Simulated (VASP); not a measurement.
Crystal: Ti.

```
Ti
1.0
     0.00000    2.03000    2.03000
     2.03000    0.00000    2.03000
     2.03000    2.03000    0.00000
Ti
1
Direct
  0.00000 0.00000 0.00000
```

- Program: VASP 6.6.1
- Task: relaxation of cell and atoms
- Functional: RPBE
- Dispersion: D4
- Potentials or basis: VASP PAW PBE potentials, release 64 (Ti_sv)
- Cutoff: 600 eV
- k mesh: 11 × 11 × 11
- Occupations: fermi-dirac, width 0.05 eV
- Spin: no spin polarisation

At the start: pressure 3.6 GPa; volume 16.73 Å³/atom.

Question: How do energy, volume and symmetry change on relaxing?

Answer: Over 3 steps the energy falls by 6.4 meV/atom and the volume is 17.30 Å³/atom (+3.4 %); space group Fm-3m (No. 225, to 0.05 Å).

Step by step:
| step | energy change (eV) | largest force (eV/Å) | pressure (GPa) | volume (Å³) |
| --- | --- | --- | --- | --- |
| 1 | 0.0000 | 0.0000 | 3.61 | 16.73 |
| 2 | -0.0040 | 0.0000 | -1.95 | 17.66 |
| 3 | -0.0064 | 0.0000 | -0.04 | 17.30 |

Final structure:
```yaml
crystal:
  lattice:
    - [0.00000, 2.05291, 2.05291]
    - [2.05291, 0.00000, 2.05291]
    - [2.05291, 2.05291, 0.00000]
  atoms:
    - { symbol: Ti, position: [0.00000, 0.00000, 0.00000] }
```

Caveat: the PAW data sets were made with another functional, which shifts forces and pressure a little; pairwise dispersion overbinds metals, which lowers pressure and volume.
